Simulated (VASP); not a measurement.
# MgCd5Te6 (P1) in VASP: relaxation of cell and atoms with PBE

Aim: the relaxation of cell and atoms of MgCd5Te6 with PBE.

Program: VASP 6.6.1. These are calculated values, not measurements. Logs are shortened: lines on timing, memory, paths and dates and some standing lists are left out, and cuts for length are marked.

### 1 The cell of the first run

The typed cell holds 12 atoms: a = 4.679 Å, b = 4.576 Å, c = 22.849 Å, α = 87.04°, β = 90.34°, γ = 117.91°.

### 2 Relaxation of cell and atoms, PBE

Input file INCAR:

```
SYSTEM = MgCd5Te6
  PREC = Accurate
  ENCUT = 600
  EDIFF = 1E-6
  ISMEAR = 0
  SIGMA = 0.1
  LREAL = .False.
  LASPH = .True.
  NELM = 80
  ALGO = Normal
  ISIF = 3
  LWAVE = .False.
  LCHARG = .False.
  GGA = PE
  IBRION = 2
  NSW = 80
  EDIFFG = -0.025
```

Input file KPOINTS:

```
Automatic mesh
0
Gamma
  3 3 1
  0 0 0
```

Input file POSCAR:

```
MgCd5Te6
1.0
    4.6774747320      0.1142637547     -0.0154908368
   -2.2397820518      3.9888327484      0.1187915041
   -0.0760207616      0.6292597597     22.8401861508
Mg Cd Te
1 5 6
Direct
    0.0009982327     -0.0143435255      0.1747326265
    0.6765738560      0.3461007690     -0.0014220169
    0.7162828279      0.3516528241      0.3292365232
    0.6906219869      0.4251707149      0.6720528020
   -0.0482577595     -0.0119663503      0.5026511966
    0.0088310231      0.0637842356      0.8377301912
    0.6191694886      0.2867638710      0.1201164898
    0.6935913885      0.2743694496      0.4488927231
    0.6075475136      0.3168007147      0.7918243203
   -0.0118867422     -0.0054591860      0.2910359461
   -0.0000342860     -0.0272778621      0.6235611311
    0.0465624704     -0.0055956549      0.9595870670
```

Potentials or basis: VASP PAW PBE potentials, release 64 (Mg, Cd, Te).

Launch:

```bash
$ cat potpaw_PBE.64/Mg/POTCAR potpaw_PBE.64/Cd/POTCAR potpaw_PBE.64/Te/POTCAR > POTCAR
$ mpirun -np 1 vasp_std > vasp.out
```

OUTCAR:

```text
SYSTEM = MgCd5Te6
   PREC = Accurate
   ENCUT = 600
   EDIFF = 1E-6
   ISMEAR = 0
   LREAL = .False.
   LASPH = .True.
   NELM = 80
   ISIF = 3
   GGA = PE
   IBRION = 2
   NSW = 80
   EDIFFG = -0.025

 ion  position               nearest neighbor table
   1  0.001  0.986  0.175-  10 2.66   7 2.82   7 2.96   7 3.16
   2  0.677  0.346  0.999-  12 2.74   7 2.78  12 2.78  12 3.03
   3  0.716  0.352  0.329-  10 2.68  10 2.70   8 2.73  10 3.15
   4  0.691  0.425  0.672-  11 2.44   9 2.75  11 3.14  11 3.27
   5  0.952  0.988  0.503-   8 2.45  11 2.77   8 3.22   8 3.30
   6  0.009  0.064  0.838-   9 2.68  12 2.80   9 2.80   9 3.26
   7  0.619  0.287  0.120-   2 2.78   1 2.82   1 2.96   1 3.16
   8  0.694  0.274  0.449-   5 2.45   3 2.73   5 3.22   5 3.30
   9  0.608  0.317  0.792-   6 2.68   4 2.75   6 2.80   6 3.26
  10  0.988  0.995  0.291-   1 2.66   3 2.68   3 2.70   3 3.15
  11  1.000  0.973  0.624-   4 2.44   5 2.77   4 3.14   4 3.27
  12  0.047  0.994  0.960-   2 2.74   2 2.78   6 2.80   2 3.03

  LATTYP: Found a triclinic cell.
 ALAT       =     7.9296127300
 B/A-ratio  =     0.5900535087
 C/A-ratio  =     2.8814747928
 COS(alpha) =     0.0059630453
 COS(beta)  =     0.0332866805
 COS(gamma) =     0.8601907132

  Lattice vectors:

 A1 = (  -6.9172567838,   3.8745689937,   0.1342823409)
 A2 = (  -4.6774747320,  -0.1142637547,   0.0154908368)
 A3 = (  -0.0760207616,   0.6292597597,  22.8401861508)

Analysis of symmetry for initial positions (statically):
=====================================================================
 Subroutine PRICEL returns:
 Original cell was already a primitive cell.

 Routine SETGRP: Setting up the symmetry group for a
 triclinic supercell.

 Subroutine GETGRP returns: Found  1 space group operations
 (whereof  1 operations were pure point group operations)
 out of a pool of  2 trial point group operations.

The static configuration has the point symmetry C_1 .

Analysis of symmetry for dynamics (positions and initial velocities):
=====================================================================
 Subroutine PRICEL returns:
 Original cell was already a primitive cell.

 Routine SETGRP: Setting up the symmetry group for a
 triclinic supercell.

 Subroutine GETGRP returns: Found  1 space group operations
 (whereof  1 operations were pure point group operations)
 out of a pool of  2 trial point group operations.

The dynamic configuration has the point symmetry C_1 .

 Subroutine INISYM returns: Found  1 space group operations
 (whereof  1 operations are pure point group operations),
 and found     1 'primitive' translations

----------------------------------------------------------------------------------------

                                     Primitive cell

  volume of cell :     431.6564

  direct lattice vectors                    reciprocal lattice vectors
     4.677474732  0.114263755 -0.015490837     0.210887492  0.118492418 -0.002562618
    -2.239782052  3.988832748  0.118791504    -0.006068608  0.247495972 -0.006838850
    -0.076020762  0.629259760 22.840186151     0.000174592 -0.001206858  0.043816311

  length of vectors
     4.678895814  4.576190747 22.848979198     0.241910219  0.247664802  0.043833276

  position of ions in fractional coordinates (direct lattice)
     0.000998233  0.985656474  0.174732627
     0.676573856  0.346100769  0.998577983
     0.716282828  0.351652824  0.329236523
     0.690621987  0.425170715  0.672052802
     0.951742241  0.988033650  0.502651197
     0.008831023  0.063784236  0.837730191
     0.619169489  0.286763871  0.120116490
     0.693591389  0.274369450  0.448892723
     0.607547514  0.316800715  0.791824320
     0.988113258  0.994540814  0.291035946
     0.999965714  0.972722138  0.623561131
     0.046562470  0.994404345  0.959587067

  ion indices of the primitive-cell ions
   primitive index   ion index
                 1           1
                 2           2
                 3           3
                 4           4
                 5           5
                 6           6
                 7           7
                 8           8
                 9           9
                10          10
                11          11
                12          12

----------------------------------------------------------------------------------------

 KPOINTS: Automatic mesh

Automatic generation of k-mesh.
 Grid dimensions read from file:
 generate k-points for:    3    3    1

 Generating k-lattice:

  Cartesian coordinates                     Fractional coordinates (reciprocal lattice)
     0.070295831  0.039497473 -0.000854206     0.333333333  0.000000000  0.000000000
    -0.002022869  0.082498657 -0.002279617     0.000000000  0.333333333  0.000000000
     0.000174592 -0.001206858  0.043816311     0.000000000 -0.000000000  1.000000000

  Length of vectors
     0.080636740  0.082554934  0.043833276

  Shift w.r.t. Gamma in fractional coordinates (k-lattice)
     0.000000000  0.000000000  0.000000000

 Subroutine IBZKPT returns following result:
 ===========================================

 Found      5 irreducible k-points:

 Following reciprocal coordinates:
            Coordinates               Weight
  0.000000  0.000000  0.000000      1.000000
  0.333333  0.000000  0.000000      2.000000
  0.000000  0.333333  0.000000      2.000000
  0.333333  0.333333  0.000000      2.000000
 -0.333333  0.333333  0.000000      2.000000
   k-points           NKPTS =      5   k-points in BZ     NKDIM =      5   number of bands    NBANDS=     58
   number of dos      NEDOS =    301   number of ions     NIONS =     12
   total plane-waves  NPLWV = 307200
   dimension x,y,z NGX =    40 NGY =   40 NGZ =  192
   dimension x,y,z NGXF=    80 NGYF=   80 NGZF=  384
   ions per type =               1   5   6
   NGX,Y,Z   is equivalent  to a cutoff of  14.21, 14.53, 13.97 a.u.
   NGXF,Y,Z  is equivalent  to a cutoff of  28.42, 29.06, 27.94 a.u.
 SYSTEM =  MgCd5Te6
   PREC   = accura    normal or accurate (medium, high low for compatibility)
   ISTART =      0    job   : 0-new  1-cont  2-samecut
   ICHARG =      2    charge: 1-file 2-atom 10-const
   ISPIN  =      1    spin polarized calculation?
   LNONCOLLINEAR =      F non collinear calculations
   LSORBIT =      F    spin-orbit coupling
   LASPH  =      T    aspherical Exc in radial PAW
   ENCUT  =  600.0 eV  44.10 Ry    6.64 a.u.   9.34  9.14 45.64*2*pi/ulx,y,z
   NELM   =     80;   NELMIN=  2; NELMDL= -5     # of ELM steps
   EDIFF  = 0.1E-05   stopping-criterion for ELM
   LREAL  =      F    real-space projection
   EDIFFG = -.3E-01   stopping-criterion for IOM
   NSW    =     80    number of steps for IOM
   IBRION =      2    ionic relax: 0-MD 1-quasi-New 2-CG
   NFREE  =      1    steps in history (QN), initial steepest desc. (CG)
   ISIF   =      3    stress and relaxation
   ISYM   =      2    0-nonsym 1-usesym 2-fastsym
   POTIM  = 0.5000    time-step for ionic-motion
   TEBEG  =    0.0;   TEEND  =   0.0 temperature during run
   PSTRESS=    0.0 pullay stress
   NELECT =      98.0000    total number of electrons
   NUPDOWN=      -1.0000    fix difference up-down
   EMIN   =  10.00;   EMAX   =-10.00  energy-range for DOS
   EFERMI =   0.00;   METHOD = LEGACY
   ISMEAR =     0;   SIGMA  =   0.10  broadening in eV -4-tet -1-fermi 0-gaus
   EFERMI_NEDOS =   21; number of points for ismear=-14 and -15
   IALGO  =     38    algorithm
   IMIX   =      4    mixing-type and parameters
     AMIX     =   0.40;   BMIX     =  1.00
     AMIX_MAG =   1.60;   BMIX_MAG =  1.00
  volume/ion in A,a.u.               =      35.97       242.75
  Fermi-wavevector in a.u.,A,eV,Ry     =   0.998706  1.887280 13.570625  0.997413
  Thomas-Fermi vector in A             =   2.130947
   LORBIT       =      0    0 simple, 1 ext, 2 COOP (PROOUT), +10 PAW based schemes
   GGA     = PE    functional components
   LHFCALC =     F    Hartree Fock is set to
   AEXX    =    0.0000 exact exchange contribution
   IVDW    =     0    specifies the selected vdW correction
   LEPSILON=     F    determine dielectric tensor
   LRPA    =     F    only Hartree local field effects (RPA)
 conjugate gradient relaxation of ions
 non-spin polarized calculation
 Gauss-broadening in eV      SIGMA  =   0.10
  energy-cutoff  :      600.00
  volume of cell :      431.66
 maximum number of plane-waves:     14430
 NGX is ok and might be reduce to    40
   NGX = 19   NGY = 19   NGZ = 91

--------------------------------------- Ionic step        1  -------------------------------------------

 number of electron      98.0000002 magnetization

 Free energy of the ion-electron system (eV)
  ---------------------------------------------------
  ext. energy  EPLUGINS =         0.00000000
  ---------------------------------------------------
  free energy    TOTEN  =       -27.51214273 eV

  energy without entropy =      -27.51213603  energy(sigma->0) =      -27.51213938

------------------------ aborting loop because EDIFF is reached ----------------------------------------

  FORCE on cell =-STRESS in cart. coord.  units (eV):
  Direction    XX          YY          ZZ          XY          YZ          ZX
  --------------------------------------------------------------------------------------
  -------------------------------------------------------------------------------------
  Total        6.7368285      9.8343149      8.0307512     -3.0570723     -7.6726312      1.3209796
  in kB       25.0050605     36.5019887     29.8077084    -11.3469234    -28.4784755      4.9030751
  external PRESSURE =      30.4382525 kB  Pullay stress =       0.0000000 kB
[... 119 lines left out ...]
  FREE ENERGIE OF THE ION-ELECTRON SYSTEM (eV)
  ---------------------------------------------------
  free  energy   TOTEN  =       -28.8756893167 eV

  energy  without entropy=      -28.8717670162  energy(sigma->0) =      -28.87372817

[... ionic steps 4 to 32 ...]

--------------------------------------- Ionic step       33  -------------------------------------------

 number of electron      98.0000002 magnetization

------------------------ aborting loop because EDIFF is reached ----------------------------------------

  FORCE on cell =-STRESS in cart. coord.  units (eV):
  Direction    XX          YY          ZZ          XY          YZ          ZX
  --------------------------------------------------------------------------------------
  -------------------------------------------------------------------------------------
  Total        0.0074724     -0.0327865      0.0051128     -0.0228429     -0.0148664     -0.0217300
  in kB        0.0274055     -0.1202465      0.0187514     -0.0837778     -0.0545234     -0.0796960
  external PRESSURE =      -0.0246965 kB  Pullay stress =       0.0000000 kB
[... 77 lines left out ...]
  energy  without entropy=      -29.7948081407  energy(sigma->0) =      -29.79480815

--------------------------------------- Ionic step       35  -------------------------------------------

 number of electron      98.0000002 magnetization

 Free energy of the ion-electron system (eV)
  ---------------------------------------------------
  ext. energy  EPLUGINS =         0.00000000
  ---------------------------------------------------
  free energy    TOTEN  =       -29.79540698 eV

  energy without entropy =      -29.79540697  energy(sigma->0) =      -29.79540698

 E-fermi :   2.1619     XC(G=0):  -8.1421

 val. band max:        1.7851932176   @ k =   0.0000   0.0000   0.0000
 cond. band min:       2.5307215104   @ k =   0.0000   0.0000   0.0000
 fundamental gap:      0.7455282928
 Fermi energy:         2.1619216724

 k-point     1 :       0.0000    0.0000    0.0000
  band No.  band energies     occupation
      1      -8.9431      2.00000
      2      -8.8551      2.00000
      3      -8.8202      2.00000
      4      -8.6802      2.00000
      5      -8.6536      2.00000
      6      -8.4756      2.00000
[... 333 lines left out ...]
  FREE ENERGIE OF THE ION-ELECTRON SYSTEM (eV)
  ---------------------------------------------------
  free  energy   TOTEN  =       -29.7954069835 eV

  energy  without entropy=      -29.7954069678  energy(sigma->0) =      -29.79540698

 reached required accuracy - stopping structural energy minimisation
```

It took 42 min on 1 thread of Intel Xeon 6975P-C (Granite Rapids), shared host; peak memory 0.79 GiB.

What came out:

```
Free energy                           : -29.7954 eV
Relaxed volume                        : 36.40 Å³/atom
Relaxed cell                          : a = 4.709 Å, b = 4.713 Å, c = 22.716 Å, α = 90.03°, β = 89.98°, γ = 119.97°
Space group after relaxing (to 0.1 Å) : Cm (No. 8)
Energy gained by relaxing             : 190.3 meV/atom
Ionic steps                           : 35
Pressure after relaxing               : 0.0 GPa
Largest force after relaxing          : 0.024 eV/Å
Band gap on the k mesh                : 0.75 eV
```

Forces in eV/Å, atoms in the order of the input:
```
Mg   0.006 -0.001 -0.002
Cd  -0.004 -0.006  0.010
Cd   0.008  0.005  0.006
Cd   0.005 -0.003  0.000
Cd  -0.004 -0.003  0.004
Cd   0.014 -0.008  0.009
Te  -0.015  0.005 -0.001
Te   0.004  0.003 -0.008
Te  -0.008  0.001  0.000
Te  -0.014  0.010 -0.017
Te   0.000 -0.005  0.008
Te   0.008  0.003 -0.008
```

Step by step:
```csv
step,energy change (eV),largest force (eV/Å),pressure (GPa),volume (Å³)
1,0.0000,3.4575,3.04,431.66
2,-1.3435,1.0483,-1.79,475.25
3,-1.3635,1.0843,-1.33,468.17
4,-1.7836,0.8479,-0.77,452.44
5,-2.0527,0.5446,0.86,427.35
6,-2.0566,0.4921,0.62,430.23
7,-2.1766,0.2901,0.07,435.92
8,-2.2075,0.2600,-0.29,440.54
9,-2.2410,0.1409,0.06,435.80
10,-2.2440,0.1527,0.21,433.90
11,-2.2552,0.1359,-0.05,436.86
12,-2.2558,0.1385,-0.10,437.65
13,-2.2606,0.0860,0.01,436.28
14,-2.2617,0.0721,0.08,435.31
15,-2.2642,0.0502,-0.02,436.72
16,-2.2643,0.0811,-0.16,438.41
17,-2.2647,0.0665,-0.10,437.63
18,-2.2663,0.0729,-0.06,437.16
19,-2.2685,0.1011,0.06,435.76
20,-2.2709,0.0873,0.03,436.11
21,-2.2746,0.0628,-0.04,437.16
22,-2.2747,0.0648,-0.06,437.39
23,-2.2773,0.0503,0.01,436.61
24,-2.2781,0.0584,0.07,435.93
25,-2.2801,0.0469,-0.02,437.12
26,-2.2801,0.0426,-0.07,437.70
27,-2.2802,0.0436,-0.05,437.50
28,-2.2811,0.0308,0.01,436.67
29,-2.2812,0.0294,0.03,436.40
30,-2.2818,0.0260,0.00,436.86
31,-2.2819,0.0322,-0.03,437.26
32,-2.2819,0.0286,-0.02,437.12
33,-2.2826,0.0313,0.00,436.85
34,-2.2827,0.0402,0.01,436.68
35,-2.2833,0.0243,0.00,436.79
```

Final structure:
```xyz
12
Lattice="4.7093 0.0005 -0.0008 -2.3550 4.0828 0.0001 0.0105 -0.0066 22.7161" Properties=species:S:1:pos:R:3 pbc="T T T"
Mg   -2.3303    4.0620    3.7566
Cd    2.3511    1.3711    0.0516
Cd    2.3770    1.3182    7.5253
Cd    2.3420    1.3817   15.1369
Cd   -2.3462    4.0774   11.3279
Cd    4.6914    0.0261   18.9466
Te    2.3803    1.3426    2.9176
Te    2.3629    1.3543   10.3838
Te    2.3401    1.3862   17.9990
Te    2.3796    4.0401    6.5687
Te    4.6986    0.0182   14.1869
Te    4.7135    0.0024   21.8105
```

Levels at points of the mesh, in eV from the valence-band top:
| k point | band 45 | band 46 | band 47 | band 48 | band 49 | band 50 | band 51 | band 52 | band 53 | band 54 |
| --- | --- | --- | --- | --- | --- | --- | --- | --- | --- | --- |
| (0.00, 0.00, 0.00) | -0.17 | -0.17 | -0.05 | 0.00 | 0.00 | 0.75 | 1.55 | 1.73 | 1.76 | 1.84 |

Caveat: the k points lie up to 0.51 Å⁻¹ apart in the final cell; spin-orbit coupling is left out, which moves the levels of the heavy elements.
